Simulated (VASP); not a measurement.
# BeTe (F-43m) in VASP: a series of runs, part 2 of 2

VASP 6.6.1.

## (4) Relaxation of cell and atoms, PBE, target pressure 5 GPa, at which the enthalpy is minimised

This run uses another cell than the first one, of 21.25 Å³/atom, 0.936 times its volume.

Contents of INCAR:

```
SYSTEM = BeTe
PREC = Accurate
ENCUT = 600
EDIFF = 1E-6
ISMEAR = 0
SIGMA = 0.01
LREAL = .False.
LASPH = .True.
NELM = 80
ALGO = Normal
ISIF = 3
LWAVE = .False.
LCHARG = .False.
GGA = PE
IBRION = 2
NSW = 80
EDIFFG = -0.01
PSTRESS = 50.0
```

Contents of KPOINTS:

```
Automatic mesh
0
Gamma
  8 8 8
  0 0 0
```

Contents of POSCAR:

```
BeTe
1.0
    0.0000000000      2.7700000000      2.7700000000
    2.7700000000      0.0000000000      2.7700000000
    2.7700000000      2.7700000000      0.0000000000
Be Te
1 1
Direct
    0.0000000000      0.0000000000      0.0000000000
    0.2500000000      0.2500000000      0.2500000000
```

Potentials or basis: VASP PAW PBE potentials, release 64 (Be, Te).

The run is started by

```sh
cat potpaw_PBE.64/Be/POTCAR potpaw_PBE.64/Te/POTCAR > POTCAR
mpirun -np 1 vasp_std > vasp.out
```

OUTCAR:

```text
SYSTEM = BeTe
   PREC = Accurate
   ENCUT = 600
   EDIFF = 1E-6
   ISMEAR = 0
   LREAL = .False.
   LASPH = .True.
   NELM = 80
   ISIF = 3
   GGA = PE
   IBRION = 2
   NSW = 80
   EDIFFG = -0.01
   PSTRESS = 50.0

 ion  position               nearest neighbor table
   1  0.000  0.000  0.000-   2 2.40   2 2.40   2 2.40   2 2.40
   2  0.250  0.250  0.250-   1 2.40   1 2.40   1 2.40   1 2.40

  LATTYP: Found a face centered cubic cell.
 ALAT       =     5.5400000000

  Lattice vectors:

 A1 = (   0.0000000000,   2.7700000000,   2.7700000000)
 A2 = (   2.7700000000,   0.0000000000,   2.7700000000)
 A3 = (   2.7700000000,   2.7700000000,   0.0000000000)

Analysis of symmetry for initial positions (statically):
=====================================================================
 Subroutine PRICEL returns:
 Original cell was already a primitive cell.

 Routine SETGRP: Setting up the symmetry group for a
 face centered cubic supercell.

 Subroutine GETGRP returns: Found 24 space group operations
 (whereof 24 operations were pure point group operations)
 out of a pool of 48 trial point group operations.

The static configuration has the point symmetry T_d .

Analysis of symmetry for dynamics (positions and initial velocities):
=====================================================================
 Subroutine PRICEL returns:
[... 165 lines left out ...]
  -------------------------------------------------------------------------------------
  Total        1.1816928      1.1816928      1.1816928      0.0000000     -0.0000000     -0.0000000
  in kB       44.5395549     44.5395549     44.5395549      0.0000000     -0.0000000     -0.0000000
  external PRESSURE =      -5.4604451 kB  Pullay stress =      50.0000000 kB
[... 63 lines left out ...]
--------------------------------------- Ionic step        3  -------------------------------------------

 number of electron       8.0000000 magnetization

 Free energy of the ion-electron system (eV)
  ---------------------------------------------------
  ext. energy  EPLUGINS =         0.00000000
  ---------------------------------------------------
  free energy    TOTEN  =        -7.57560803 eV

  energy without entropy =       -7.57560803  energy(sigma->0) =       -7.57560803

 E-fermi :   5.7983     XC(G=0):  -9.2870

 val. band max:        5.7518497113   @ k =   0.0000   0.0000   0.0000
 cond. band min:       7.5795107464   @ k =   0.5000   0.5000   0.0000
 fundamental gap:      1.8276610351
 Fermi energy:         5.7982554663

 k-point     1 :       0.0000    0.0000    0.0000
  band No.  band energies     occupation
      1      -6.9355      2.00000
      2       5.7518      2.00000
      3       5.7518      2.00000
      4       5.7518      2.00000
      5       9.3085      0.00000
      6       9.3085      0.00000
      7       9.3085      0.00000
      8       9.9995      0.00000
[... 243 lines left out ...]
 k-point    24 :      -0.3750    0.2500    0.1250
  band No.  band energies     occupation
      1      -5.1747      2.00000
      2       0.2891      2.00000
      3       2.6461      2.00000
      4       3.6742      2.00000
      5       9.9323      0.00000
      6      10.2049      0.00000
      7      12.5978      0.00000
      8      13.6893      0.00000

 [... further k-points ...]
[... 5 lines left out ...]
  --------------------------------------------------------------------------------------
  -------------------------------------------------------------------------------------
  Total        1.3188098      1.3188098      1.3188098      0.0000000     -0.0000000      0.0000000
  in kB       50.0757166     50.0757166     50.0757166      0.0000000     -0.0000000      0.0000000
  external PRESSURE =       0.0757166 kB  Pullay stress =      50.0000000 kB
[... 21 lines left out ...]
  energy  without entropy=       -7.5756080253  energy(sigma->0) =       -7.57560803

  enthalpy is  TOTEN    =        -6.2587922837 eV   P V=        1.3168157416

 reached required accuracy - stopping structural energy minimisation
```

OSZICAR:

```text
N       E                     dE             d eps       ncg     rms          rms(c)
DAV:   1     0.222291244195E+02    0.22229E+02   -0.36769E+03   464   0.896E+02
DAV:   2    -0.695783623120E+01   -0.29187E+02   -0.28148E+02   648   0.107E+02
DAV:   3    -0.775460455283E+01   -0.79677E+00   -0.79677E+00   568   0.228E+01
[... 21 lines left out ...]
DAV:   2    -0.757565138809E+01    0.15120E-03   -0.32325E-04   480   0.106E-01    0.347E-02
DAV:   3    -0.757561135965E+01    0.40028E-04   -0.16065E-04   544   0.642E-02    0.178E-02
DAV:   4    -0.757560950242E+01    0.18572E-05   -0.36115E-06   488   0.146E-02    0.140E-02
DAV:   5    -0.757560793587E+01    0.15665E-05   -0.20976E-06   456   0.847E-03    0.215E-03
DAV:   6    -0.757560802534E+01   -0.89465E-07   -0.14080E-07   232   0.274E-03
   3 F= -.62587923E+01 E0= -.62587923E+01  d E =-.537763E-03
```

CONTCAR:

```text
BeTe
   1.00000000000000
     0.0000000000000000    2.7631970972458060    2.7631970972458060
     2.7631970972458060    0.0000000000000000    2.7631970972458060
     2.7631970972458060    2.7631970972458060   -0.0000000000000000
  Be              Te
     1     1
Direct
     0.0000000000000000    0.0000000000000000    0.0000000000000000
     0.2500000000000000    0.2500000000000000    0.2500000000000000

  0.00000000E+00  0.00000000E+00  0.00000000E+00
  0.00000000E+00  0.00000000E+00  0.00000000E+00
```

Run time: 9.7 s. Hardware: 1 thread of Intel Xeon 6975P-C (Granite Rapids), shared host; peak memory 0.18 GiB.

Results:

```
Free energy                                            : -7.5756 eV
Relaxed volume                                         : 21.10 Å³/atom
Relaxed cell                                           : a = 3.908 Å, b = 3.908 Å, c = 3.908 Å, α = 60.00°, β = 60.00°, γ = 60.00°
Space group after relaxing (to 0.05 Å)                 : F-43m (No. 216)
Energy change on relaxing (the enthalpy is what falls) : +4.6 meV/atom
Ionic steps                                            : 3
Pressure after relaxing                                : 5.0 GPa
Band gap on the k mesh                                 : 1.83 eV, indirect (least direct gap 3.56 eV)
```

The path:
```
step  energy change (eV)  largest force (eV/Å)  pressure (GPa)  volume (Å³)
   1              0.0000                0.0000            4.45        42.51
   2              0.0134                0.0000            5.24        42.06
   3              0.0092                0.0000            5.01        42.20
```

Final structure:
```
CELL_PARAMETERS angstrom
0.00000 2.76320 2.76320
2.76320 0.00000 2.76320
2.76320 2.76320 0.00000
ATOMIC_POSITIONS crystal
Be 0.00000 0.00000 0.00000
Te 0.25000 0.25000 0.25000
```

Levels at points of the mesh, in eV from the valence-band top:
```tsv
k point	band 2	band 3	band 4	band 5	band 6	band 7
(0.00, 0.00, 0.00)	0.00	0.00	0.00	3.56	3.56	3.56
(0.50, 0.00, 0.00)	-5.92	-1.23	-1.23	3.23	4.56	4.56
(0.50, 0.50, 0.00)	-5.43	-2.86	-2.86	1.83	2.58	10.07
```

Caveat: the cell is relaxed towards a set pressure, so the enthalpy falls and the energy may rise; spin-orbit coupling is left out, which moves the levels of the heavy elements. As with any semilocal functional, this PBE gap is likely too small.

## (5) Summary

| task | cell | cutoff (eV) | gap on the mesh (eV) | pressure (GPa) |
| --- | --- | --- | --- | --- |
| single point | a = 4.005 Å, angles 60.0°, 2 atoms | 520 | 2.01 | 0.1 |
| relaxation of cell and atoms | relaxed from a = 3.917 Å, angles 60.0°, 2 atoms | 600 | 2.02 | 0.0 |
| relaxation of cell and atoms | relaxed to 5 GPa from a = 3.917 Å, angles 60.0°, 2 atoms | 600 | 1.83 | 5.0 |

Alike in all rows: level PBE; potentials or basis VASP PAW PBE potentials, release 64 (Be, Te); no spin polarisation; k mesh 8 × 8 × 8; smearing gaussian 0.01 eV.

Caveats: spin-orbit coupling is left out, which moves the levels of the heavy elements; the cell is relaxed towards a set pressure, so the enthalpy falls and the energy may rise (some runs).

Total energies depend on the potentials used, so only differences within one code and one set of settings carry meaning.
